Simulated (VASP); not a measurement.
Input of a VASP 6.6.1 run:

File INCAR:

```
PREC     = Accurate       # precision mode
ENCUT    = 520            # plane-wave cutoff, eV
EDIFF    = 1E-6           # SCF threshold, eV
ISMEAR   = -1             # smearing method
SIGMA    = 0.08           # smearing width, eV
LREAL    = False          # projectors in reciprocal space
LASPH    = True           # aspherical terms in the spheres
NELM     = 60             # most SCF steps
ALGO     = Normal         # electronic algorithm
ISIF     = 2              # what is computed and relaxed
LWAVE    = False          # write WAVECAR
LCHARG   = False          # write CHGCAR
GGA      = PE             # functional
NBANDS   = 17             # bands
```

File KPOINTS:

```
regular mesh
0
Gamma
  12 12 12
```

Contents of POSCAR:

```
SnTe
1.0
    0.0000000000      3.2322399093      3.2322399093
    3.2322399093      0.0000000000      3.2322399093
    3.2322399093      3.2322399093      0.0000000000
Sn Te
1 1
Direct
    0.0000000000      0.0000000000      0.0000000000
    0.2500000000      0.2500000000      0.2500000000
```

Potentials or basis: VASP PAW PBE potentials, release 64 (Sn_d, Te).

Command:

```bash
$ cat potpaw_PBE.64/Sn_d/POTCAR potpaw_PBE.64/Te/POTCAR > POTCAR
$ mpirun -np 1 vasp_std > vasp.out
```

Estimate the pressure.

14.3 GPa.

What does it give for the band gap on the k mesh?

Zero (bands 10 and 11 overlap by 1.24 eV).

Caveat: the cell stands under pressure; spin-orbit coupling is left out, which moves the levels of the heavy elements.
